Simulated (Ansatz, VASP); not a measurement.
Ti: VASP beside Ansatz

```
Ti
1.0
     2.91106    0.00000    0.00000
    -1.45553    2.52105    0.00000
     0.00000    0.00000    4.60186
Ti
2
Cartesian
  0.0000 1.6807 1.1505
  1.4555 0.8404 3.4514
```

Change from the starting cell: volume scaled by 0.975, PAW files.

Alike in both runs: task electric field gradients; functional LDA; k mesh 13 × 13 × 7; occupations fermi-dirac, width 0.05 eV; no spin polarisation.

|  | VASP | Ansatz |
| --- | --- | --- |
| version | VASP 6.6.1 | Ansatz 0.2.0 |
| potentials or method | VASP PAW LDA potentials, release 64 (Ti_sv) | PAW with Ansatz's default frozen-core files, scalar-relativistic |
| plane-wave cutoff (eV) | 520 | 420 |
| valence electrons in the cell | 24 | 24 |

```tsv
	VASP	Ansatz	Ansatz less VASP
pressure (GPa)	-5.6	-5.5	+0.11
traceless stress, the component that is largest in VASP (GPa)	0.17	0.15	-0.018
size of Vzz on the site where it differs most (V/Å²)	19.6	21.2	+1.61
```

LDA's correlation is that of Perdew and Zunger in VASP and of Perdew and Wang (1992) in Ansatz.
